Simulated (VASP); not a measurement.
Crystal: Sc2GaAs3.

```
Sc Ga As
1.0
     4.98242    0.00000    0.00000
    -2.49121    4.31490    0.00000
     0.00000    0.00000    7.37294
Sc Ga As
2 1 3
Direct
  0.66667 0.33333 0.50000
  0.33333 0.66667 0.50000
  0.00000 0.00000 0.00000
  0.33333 0.66667 0.16395
  0.33333 0.66667 0.83605
  0.66667 0.33333 0.00000
```

The cell was generated, and may not be a known phase.

* Program: VASP 6.6.1
* Task: relaxation of cell and atoms
* Functional: PBE
* Potentials or basis: VASP PAW PBE potentials, release 64 (Sc_sv, Ga_d, As)
* Cutoff: 500 eV
* k mesh: 6 × 6 × 4
* Occupations: gaussian, width 0.1 eV
* Spin: no spin polarisation

At the start: pressure 0.0 GPa; volume 26.42 Å³/atom.

Task: Where does the relaxation end?

Result: Over 4 steps the energy falls by 2.4 meV/atom and the volume is 26.69 Å³/atom (+1.0 %); space group P-6m2 (No. 187, to 0.1 Å) before and after.

Step by step:
```tsv
step	energy change (eV)	largest force (eV/Å)	pressure (GPa)	volume (Å³)
1	0.0000	0.0689	0.04	158.51
2	-0.0111	0.0299	0.22	158.64
3	-0.0128	0.0017	0.33	158.70
4	-0.0143	0.0087	-0.01	160.13
```

Final structure:
```cif
data_structure
_symmetry_space_group_name_H-M 'P 1'
_symmetry_Int_Tables_number 1
_cell_length_a 5.0384
_cell_length_b 5.0384
_cell_length_c 7.2837
_cell_angle_alpha 90.000
_cell_angle_beta 90.000
_cell_angle_gamma 120.000
_cell_volume 160.13
loop_
_atom_site_label
_atom_site_type_symbol
_atom_site_fract_x
_atom_site_fract_y
_atom_site_fract_z
_atom_site_occupancy
Sc1 Sc 0.66667 0.33333 0.50000 1
Sc2 Sc 0.33333 0.66667 0.50000 1
Ga1 Ga 0.00000 0.00000 0.00000 1
As1 As 0.33333 0.66667 0.16319 1
As2 As 0.33333 0.66667 0.83681 1
As3 As 0.66667 0.33333 0.00000 1
```
